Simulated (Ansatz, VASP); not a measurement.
**Two plane-wave programs on CdSe**

The input INCAR:

```
SYSTEM = CdSe
PREC     = Accurate       ! precision mode
ENCUT    = 520            ! plane-wave cutoff, eV
EDIFF    = 1E-8           ! SCF threshold, eV
ISMEAR   = -1             ! smearing method
SIGMA    = 0.15           ! smearing width, eV
LREAL    = .False.        ! projectors in reciprocal space
LASPH    = .True.         ! aspherical terms in the spheres
NELM     = 150            ! most SCF steps
ALGO     = Normal         ! electronic algorithm
ISIF     = 2              ! what is computed and relaxed
LWAVE    = .False.        ! write WAVECAR
LCHARG   = .False.        ! write CHGCAR
MAGMOM   = 0.5 0 0 0 0 0  ! initial moments
LORBIT   = 11             ! projections on sites
LSORBIT  = .True.         ! spin-orbit coupling
GGA_COMPAT= .False.      
LORBMOM  = .True.       
GGA      = CA             ! functional
LEFG     = .True.       
NBANDS   = 30             ! bands
```

Contents of KPOINTS:

```
regular mesh
0
Gamma
  8 8 8
  0 0 0
```

POSCAR

```
CdSe
1.0
    0.0000000000      2.8739580000      2.8739580000
    2.8739580000      0.0000000000      2.8739580000
    2.8739580000      2.8739580000      0.0000000000
Cd Se
1 1
Direct
    0.0000000000      0.0000000000      0.0000000000
    0.5000000000      0.5000000000      0.5000000000
```

Contents of input.yaml:

```yaml
crystal:
  lattice:
    - [0.0, 2.873958, 2.873958]
    - [2.873958, 0.0, 2.873958]
    - [2.873958, 2.873958, 0.0]
  atoms:
    - { symbol: Cd, position: [0.0, 0.0, 0.0], spin: 0.5, spin_axis: [0.5, 0.0, 0.0] }
    - { symbol: Se, position: [0.5, 0.5, 0.5] }
hamiltonian:
  xc: lda
  pseudopotentials: { kind: paw_fr }
magnetization:
  noncollinear: true
  spin_orbit: true
kpoints:
  mp_grid: { grid: [8, 8, 8] }
scf:
  occupations: { method: fermi_dirac, width: 0.15 }
output:
  forces: true
  stress: true
  eigenvalues: true
  efg: {}
  write_density: true
  write_potential: true
  elf: true
  volumetric_format: npy
```

Alike in both runs: task electric field gradients; functional LDA; k mesh 8 × 8 × 8; occupations fermi-dirac, width 0.15 eV; non-collinear spin, spin-orbit coupling.

```csv
,VASP,Ansatz
version,VASP 6.6.1,Ansatz 0.2.0
potentials or method,"VASP PAW LDA potentials, release 64 (Cd, Se)",Ansatz PAW
plane-wave cutoff (eV),520,420
valence electrons in the cell,18,36
```

```tsv
	VASP	Ansatz	Ansatz less VASP
pressure (GPa)	-5.5	-6.0	-0.43
net moment per atom (μB)	0.00	0.00	0.000
```

LDA's correlation is that of Perdew and Zunger in VASP and of Perdew and Wang (1992) in Ansatz. VASP's potentials hold 18 valence electrons a cell and Ansatz's 36, so a difference there can come from the potentials and not from the codes.
